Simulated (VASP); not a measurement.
# P (R-3m) in VASP: single point with PBE

Aim: the single point of P with PBE.

Program: VASP 6.6.1. These are calculated values, not measurements. Logs are shortened: lines on timing, memory, paths and dates and some standing lists are left out, and cuts for length are marked.

### Step 1. The cell of the first run

It takes space group R-3m (No. 166, trigonal). The conventional cell has a = 3.481 Å, b = 3.481 Å, c = 9.209 Å, α = 90.00°, β = 90.00°, γ = 120.00°. Within 3.1 Å of P (site symmetry 3m) lie 6 P at 2.32 to 2.78 Å.

### Step 2. Single point, PBE

Contents of INCAR:

```
SYSTEM = P
ALGO = Normal
EDIFF = 1E-6
ENCUT = 520
GGA = PE
ISIF = 2
ISMEAR = 0
LASPH = .True.
LCHARG = .False.
LREAL = .False.
LWAVE = .False.
NBANDS = 12
NELM = 100
PREC = Accurate
SIGMA = 0.1
```

Contents of KPOINTS:

```
k-points
0
Gamma
  18 18 18
  0 0 0
```

Contents of POSCAR:

```
P
1.0
    1.7403421708      1.0047870208      3.0696695824
   -1.7403421708      1.0047870208      3.0696695824
    0.0000000000     -2.0095740416      3.0696695824
P
2
Direct
    0.2706353098      0.2706353098      0.2706353098
    0.7293646902      0.7293646902      0.7293646902
```

Potentials or basis: VASP PAW PBE potentials, release 64 (P).

Run with:

```bash
$ cat potpaw_PBE.64/P/POTCAR > POTCAR
$ mpirun -np 1 vasp_std > vasp.out
```

OUTCAR:

```text
SYSTEM = P
   EDIFF = 1E-6
   ENCUT = 520
   GGA = PE
   ISIF = 2
   ISMEAR = 0
   LASPH = .True.
   LREAL = .False.
   NELM = 100
   PREC = Accurate

 ion  position               nearest neighbor table
   1  0.271  0.271  0.271-   2 2.32   2 2.32   2 2.32   2 2.78   2 2.78   2 2.78
   2  0.729  0.729  0.729-   1 2.32   1 2.32   1 2.32   1 2.78   1 2.78   1 2.78

  LATTYP: Found a trigonal (rhomboedric) cell.
 ALAT       =     3.6689588678
 COS(alpha) =     0.5499988772

  Lattice vectors:

 A1 = (   1.7403421708,   1.0047870208,   3.0696695824)
 A2 = (  -1.7403421708,   1.0047870208,   3.0696695824)
 A3 = (   0.0000000000,  -2.0095740416,   3.0696695824)

Analysis of symmetry for initial positions (statically):
=====================================================================
 Subroutine PRICEL returns:
 Original cell was already a primitive cell.

 Routine SETGRP: Setting up the symmetry group for a
 trigonal (rhombohedral) supercell.

 Subroutine GETGRP returns: Found 12 space group operations
 (whereof 12 operations were pure point group operations)
 out of a pool of 12 trial point group operations.

The static configuration has the point symmetry D_3d.

Analysis of symmetry for dynamics (positions and initial velocities):
=====================================================================
 Subroutine PRICEL returns:
 Original cell was already a primitive cell.

 Routine SETGRP: Setting up the symmetry group for a
 trigonal (rhombohedral) supercell.

 Subroutine GETGRP returns: Found 12 space group operations
 (whereof 12 operations were pure point group operations)
 out of a pool of 12 trial point group operations.

The dynamic configuration has the point symmetry D_3d.

 Subroutine INISYM returns: Found 12 space group operations
 (whereof 12 operations are pure point group operations),
 and found     1 'primitive' translations

----------------------------------------------------------------------------------------

                                     Primitive cell

  volume of cell :      32.2071

  direct lattice vectors                    reciprocal lattice vectors
     1.740342171  1.004787021  3.069669582     0.287299824  0.165872631  0.108589320
    -1.740342171  1.004787021  3.069669582    -0.287299824  0.165872631  0.108589320
     0.000000000 -2.009574042  3.069669582     0.000000000 -0.331745262  0.108589320

  length of vectors
     3.668958868  3.668958868  3.668958868     0.349065265  0.349065265  0.349065265

  position of ions in fractional coordinates (direct lattice)
     0.270635310  0.270635310  0.270635310
     0.729364690  0.729364690  0.729364690

  ion indices of the primitive-cell ions
   primitive index   ion index
                 1           1
                 2           2

----------------------------------------------------------------------------------------

 KPOINTS: k-points

Automatic generation of k-mesh.
 Grid dimensions read from file:
 generate k-points for:   18   18   18

 Generating k-lattice:

  Cartesian coordinates                     Fractional coordinates (reciprocal lattice)
     0.015961101  0.009215146  0.006032740     0.055555556 -0.000000000 -0.000000000
    -0.015961101  0.009215146  0.006032740    -0.000000000  0.055555556 -0.000000000
     0.000000000 -0.018430292  0.006032740    -0.000000000 -0.000000000  0.055555556

  Length of vectors
     0.019392515  0.019392515  0.019392515

  Shift w.r.t. Gamma in fractional coordinates (k-lattice)
     0.000000000  0.000000000  0.000000000

 Subroutine IBZKPT returns following result:
 ===========================================

 Found    580 irreducible k-points:

 Following reciprocal coordinates:
            Coordinates               Weight
  0.000000  0.000000  0.000000      1.000000
  0.055556 -0.000000  0.000000      6.000000
  0.111111 -0.000000  0.000000      6.000000
  0.166667  0.000000  0.000000      6.000000
  0.222222 -0.000000  0.000000      6.000000
  0.277778 -0.000000 -0.000000      6.000000
[... 16 lines left out ...]
 -0.277778  0.055556  0.000000     12.000000
 -0.222222  0.055556  0.000000     12.000000
 [... further k-points ...]
   k-points           NKPTS =    580   k-points in BZ     NKDIM =    580   number of bands    NBANDS=     12
   number of dos      NEDOS =    301   number of ions     NIONS =      2
   total plane-waves  NPLWV =  21952
   dimension x,y,z NGX =    28 NGY =   28 NGZ =   28
   dimension x,y,z NGXF=    56 NGYF=   56 NGZF=   56
   ions per type =               2
   NGX,Y,Z   is equivalent  to a cutoff of  12.69, 12.69, 12.69 a.u.
   NGXF,Y,Z  is equivalent  to a cutoff of  25.37, 25.37, 25.37 a.u.
 SYSTEM =  P
   PREC   = accura    normal or accurate (medium, high low for compatibility)
   ISTART =      0    job   : 0-new  1-cont  2-samecut
   ICHARG =      2    charge: 1-file 2-atom 10-const
   ISPIN  =      1    spin polarized calculation?
   LNONCOLLINEAR =      F non collinear calculations
   LSORBIT =      F    spin-orbit coupling
   LASPH  =      T    aspherical Exc in radial PAW
   ENCUT  =  520.0 eV  38.22 Ry    6.18 a.u.   6.82  6.82  6.82*2*pi/ulx,y,z
   NELM   =    100;   NELMIN=  2; NELMDL= -5     # of ELM steps
   EDIFF  = 0.1E-05   stopping-criterion for ELM
   LREAL  =      F    real-space projection
   EDIFFG = 0.1E-04   stopping-criterion for IOM
   NSW    =      0    number of steps for IOM
   IBRION =     -1    ionic relax: 0-MD 1-quasi-New 2-CG
   NFREE  =      0    steps in history (QN), initial steepest desc. (CG)
   ISIF   =      2    stress and relaxation
   ISYM   =      2    0-nonsym 1-usesym 2-fastsym
   POTIM  = 0.5000    time-step for ionic-motion
   TEBEG  =    0.0;   TEEND  =   0.0 temperature during run
   PSTRESS=    0.0 pullay stress
   NELECT =      10.0000    total number of electrons
   NUPDOWN=      -1.0000    fix difference up-down
   EMIN   =  10.00;   EMAX   =-10.00  energy-range for DOS
   EFERMI =   0.00;   METHOD = LEGACY
   ISMEAR =     0;   SIGMA  =   0.10  broadening in eV -4-tet -1-fermi 0-gaus
   EFERMI_NEDOS =   21; number of points for ismear=-14 and -15
   IALGO  =     38    algorithm
   IMIX   =      4    mixing-type and parameters
     AMIX     =   0.40;   BMIX     =  1.00
     AMIX_MAG =   1.60;   BMIX_MAG =  1.00
  volume/ion in A,a.u.               =      16.10       108.67
  Fermi-wavevector in a.u.,A,eV,Ry     =   1.108556  2.094867 16.720152  1.228896
  Thomas-Fermi vector in A             =   2.245085
   LORBIT       =      0    0 simple, 1 ext, 2 COOP (PROOUT), +10 PAW based schemes
   GGA     = PE    functional components
   LHFCALC =     F    Hartree Fock is set to
   AEXX    =    0.0000 exact exchange contribution
   IVDW    =     0    specifies the selected vdW correction
   LEPSILON=     F    determine dielectric tensor
   LRPA    =     F    only Hartree local field effects (RPA)
 non-spin polarized calculation
 Gauss-broadening in eV      SIGMA  =   0.10
  energy-cutoff  :      520.00
  volume of cell :       32.21
 maximum number of plane-waves:       890
   NGX = 13   NGY = 13   NGZ = 13

 number of electron      10.0000001 magnetization

 Free energy of the ion-electron system (eV)
  ---------------------------------------------------
  ext. energy  EPLUGINS =         0.00000000
  ---------------------------------------------------
  free energy    TOTEN  =       -10.65082938 eV

  energy without entropy =      -10.64945099  energy(sigma->0) =      -10.65014019

 E-fermi :   8.9502     XC(G=0): -10.7767

 val. band max:        8.9421518853   @ k =   0.5000   0.4444   0.3889
 cond. band min:       8.9543514503   @ k =  -0.4444   0.0556  -0.0000
 fundamental gap:      0.0121995650
 Fermi energy:         8.9502132819

 k-point     1 :       0.0000    0.0000    0.0000
  band No.  band energies     occupation
      1      -7.4641      2.00000
      2       5.5341      2.00000
      3       5.9909      2.00000
      4       6.0938      2.00000
      5       6.0938      2.00000
      6      10.5346      0.00000
      7      11.7685      0.00000
      8      11.7685      0.00000
      9      14.5738      0.00000
     10      14.5738      0.00000
     11      15.7758      0.00000
     12      15.9291      0.00000

 k-point     2 :       0.0556   -0.0000    0.0000
  band No.  band energies     occupation
      1      -7.4145      2.00000
      2       4.8621      2.00000
      3       5.9828      2.00000
      4       6.0604      2.00000
      5       6.5635      2.00000
      6      10.6613      0.00000
      7      11.7442      0.00000
      8      11.7443      0.00000
      9      14.2723      0.00000
     10      14.2824      0.00000
     11      15.0701      0.00000
     12      16.4649      0.00000

 k-point     3 :       0.1111   -0.0000    0.0000
  band No.  band energies     occupation
      1      -7.2657      2.00000
      2       3.8543      2.00000
      3       5.9112      2.00000
      4       5.9696      2.00000
      5       7.0727      2.00000
      6      10.8605      0.00000
      7      11.5819      0.00000
      8      11.7150      0.00000
      9      13.6465      0.00000
     10      14.0600      0.00000
     11      14.7604      0.00000
     12      17.4992      0.00000
[... 286 lines left out ...]
 k-point    23 :      -0.2778    0.0556    0.0000
  band No.  band energies     occupation
      1      -6.0111      2.00000
      2       0.1361      2.00000
      3       5.0501      2.00000
      4       6.1768      2.00000
      5       7.6802      2.00000
      6       9.6817      0.00000
      7       9.7940      0.00000
      8      11.0378      0.00000
      9      14.9300      0.00000
     10      15.3726      0.00000
     11      17.0230      0.00000
     12      21.1091      0.00000

 k-point    24 :      -0.2222    0.0556    0.0000
  band No.  band energies     occupation
      1      -6.4830      2.00000
      2       1.2181      2.00000
      3       5.1780      2.00000
      4       6.2030      2.00000
      5       7.5813      2.00000
      6      10.1113      0.00000
      7      10.3253      0.00000
      8      11.3061      0.00000
      9      14.1434      0.00000
     10      14.8832      0.00000
     11      15.9463      0.00000
     12      19.7725      0.00000

 [... further k-points ...]
[... 5 lines left out ...]
  --------------------------------------------------------------------------------------
  -------------------------------------------------------------------------------------
  Total       -0.0641436     -0.0641436     -0.0269410      0.0000000      0.0000000      0.0000000
  in kB       -3.1908947     -3.1908947     -1.3402112      0.0000000      0.0000000      0.0000000
  external PRESSURE =      -2.5740002 kB  Pullay stress =       0.0000000 kB

 VOLUME and BASIS-vectors are now :
 -----------------------------------------------------------------------------
  energy-cutoff  :      520.00
  volume of cell :       32.21
      direct lattice vectors                 reciprocal lattice vectors
     1.740342171  1.004787021  3.069669582     0.287299824  0.165872631  0.108589320
    -1.740342171  1.004787021  3.069669582    -0.287299824  0.165872631  0.108589320
     0.000000000 -2.009574042  3.069669582     0.000000000 -0.331745262  0.108589320

 POSITION                                       TOTAL-FORCE (eV/Angst)
 -----------------------------------------------------------------------------------
      0.00000      0.00000      2.49228         0.000000     -0.000000      0.046786
      0.00000      0.00000      6.71673         0.000000      0.000000     -0.046786
 -----------------------------------------------------------------------------------
    total drift:                               -0.000000      0.000000     -0.000000

  FREE ENERGIE OF THE ION-ELECTRON SYSTEM (eV)
  ---------------------------------------------------
  free  energy   TOTEN  =       -10.6508293782 eV

  energy  without entropy=      -10.6494509937  energy(sigma->0) =      -10.65014019
```

It took 1.9 min on 1 thread of Intel Xeon 6975P-C (Granite Rapids), shared host; peak memory 0.28 GiB.

What came out:

```
Free energy            : -10.6508 eV
Pressure               : -0.3 GPa
Largest force          : 0.047 eV/Å
Band gap on the k mesh : zero (band 5 reaches 9.43 eV, above the bottom of band 6 at 8.62 eV)
```

Forces on the atoms (eV/Å):
```
P    0.000  0.000  0.047
P    0.000  0.000 -0.047
```

Stress tensor (GPa, compression positive):
```
-0.32  0.00  0.00
 0.00 -0.32  0.00
 0.00  0.00 -0.13
```
